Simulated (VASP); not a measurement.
Here is a VASP 6.6.1 calculation.

The input INCAR:

```
  PREC = Accurate
  ENCUT = 520
  EDIFF = 1E-6
  ISMEAR = 0
  SIGMA = 0.1
  LREAL = F
  LASPH = T
  NELM = 80
  ALGO = Fast
  ISIF = 2
  LWAVE = F
  LCHARG = F
  GGA = PE
  NBANDS = 12
```

KPOINTS

```
Automatic mesh
0
Gamma
  14 14 14
```

File POSCAR:

```
Tl
1.0
    0.0000000000      2.4764532321      2.4764532321
    2.4764532321      0.0000000000      2.4764532321
    2.4764532321      2.4764532321      0.0000000000
Tl
1
Direct
    0.0000000000      0.0000000000      0.0000000000
```

Potentials or basis: VASP PAW PBE potentials, release 64 (Tl_d).

Launch:

```console
$ cat potpaw_PBE.64/Tl_d/POTCAR > POTCAR
$ mpirun -np 1 vasp_std > vasp.out
```

(1) What does it give for the pressure?

Answers

(1) 0.7 GPa.

Caveat: the cell differs from its parent crystal (strained).
